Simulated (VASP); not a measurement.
BiH3:

```xyz
8
Lattice="4.5104 0.0000 0.0000 0.0000 4.5104 0.0000 0.0000 0.0000 4.5104" Properties=species:S:1:pos:R:3 pbc="T T T"
Bi    0.0000    0.0000    0.0000
Bi    2.2552    2.2552    2.2552
H     1.1276    0.0000    2.2552
H     2.2552    3.3828    0.0000
H     3.3828    0.0000    2.2552
H     2.2552    1.1276    0.0000
H     0.0000    2.2552    3.3828
H     0.0000    2.2552    1.1276
```

- Program: VASP 6.6.1
- Task: relaxation of cell and atoms
- Functional: PBE
- Potentials or basis: VASP PAW PBE potentials, release 64 (Bi_d, H)
- Cutoff: 600 eV
- k mesh: 4 × 4 × 4
- Occupations: gaussian, width 0.1 eV
- Spin: no spin polarisation

At the start: pressure -8.0 GPa; volume 11.47 Å³/atom.

Where does the relaxation end?

Over 3 steps the energy falls by 42.7 meV/atom and the volume is 10.00 Å³/atom (-12.8 %); space group Pm-3n (No. 223, to 0.05 Å).

Step by step:
```csv
step,energy change (eV),largest force (eV/Å),pressure (GPa),volume (Å³)
1,0.0000,0.0000,-7.96,91.76
2,-0.2814,0.0000,-3.96,84.39
3,-0.3418,0.0000,-0.28,79.99
```

Final structure:
```
CELL_PARAMETERS angstrom
4.30878 0.00000 0.00000
0.00000 4.30878 0.00000
0.00000 0.00000 4.30878
ATOMIC_POSITIONS crystal
Bi 0.00000 0.00000 0.00000
Bi 0.50000 0.50000 0.50000
H 0.25000 0.00000 0.50000
H 0.50000 0.75000 0.00000
H 0.75000 0.00000 0.50000
H 0.50000 0.25000 0.00000
H 0.00000 0.50000 0.75000
H 0.00000 0.50000 0.25000
```
